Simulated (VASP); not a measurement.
A run of VASP 6.6.1 is set up as follows.

INCAR

```
SYSTEM = Mg2O
ALGO = Normal
EDIFF = 1E-6
EDIFFG = -0.08
ENCUT = 600
GGA = PE
IBRION = 2
ISIF = 3
ISMEAR = 0
LASPH = .True.
LCHARG = .False.
LREAL = .False.
LWAVE = .False.
NELM = 60
NSW = 36
PREC = Accurate
SIGMA = 0.2
```

File KPOINTS:

```
k-points
0
Gamma
  6 5 5
  0 0 0
```

The input POSCAR:

```
Mg2O
1.0
    3.1060721600      0.0000000000      0.0000000000
    0.0237000700      3.8893778500      0.0000000000
    0.7509155500      0.5506765700      4.3968413300
Mg O
2 1
Direct
    0.4999026700      0.2340248100      0.2992755600
    0.9426047100      0.5963412500      0.8951776100
    0.8612790100      0.2005457000      0.5307668400
```

Potentials or basis: VASP PAW PBE potentials, release 64 (Mg, O).

Command:

```sh
$ cat potpaw_PBE.64/Mg/POTCAR potpaw_PBE.64/O/POTCAR > POTCAR
$ mpirun -np 1 vasp_std > vasp.out
```

Question: Estimate the relaxed cell.

Answer: a = 3.187 Å, b = 3.157 Å, c = 4.864 Å, α = 89.78°, β = 90.56°, γ = 88.47°.

Question: Predict the band gap on the k mesh.

Answer: Zero (bands 5 and 6 overlap by 1.32 eV).

Stress tensor (GPa, compression positive):
```
 0.17 -0.16  0.20
-0.16  0.15 -0.16
 0.20 -0.16 -0.34
```

Caveat: a cell axis changed by over 15 % at a fixed basis, so the end point is rough.
